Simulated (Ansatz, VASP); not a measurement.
## MgSe: VASP beside Ansatz

```
CELL_PARAMETERS angstrom
2.62060 2.62060 0.00000
-2.62060 2.62060 0.00000
0.00000 2.62060 2.62060
ATOMIC_POSITIONS crystal
Mg 0.00000 0.00000 0.00000
Se 0.50000 0.50000 0.00000
```

Alike in both runs: task single point; functional LDA; k mesh 8 × 8 × 8; no spin polarisation.

|  | VASP | Ansatz |
| --- | --- | --- |
| version | VASP 6.6.1 | Ansatz 0.2.0 |
| potentials or method | VASP PAW LDA potentials, release 64 (Mg, Se), cutoff 600 eV | all-electron LAPW, scalar-relativistic |
| occupations | gaussian, width 0.01 eV | fixed |

|  | VASP | Ansatz | Ansatz less VASP |
| --- | --- | --- | --- |
| gap on the k mesh at the Fermi level (eV) | 1.84 | 1.85 | +0.012 |
| pressure (GPa) | 6.7 | 7.0 | +0.31 |

LDA's correlation is that of Perdew and Zunger in VASP and of Perdew and Wang (1992) in Ansatz. Ansatz ran all-electron here, and VASP with PAW potentials.
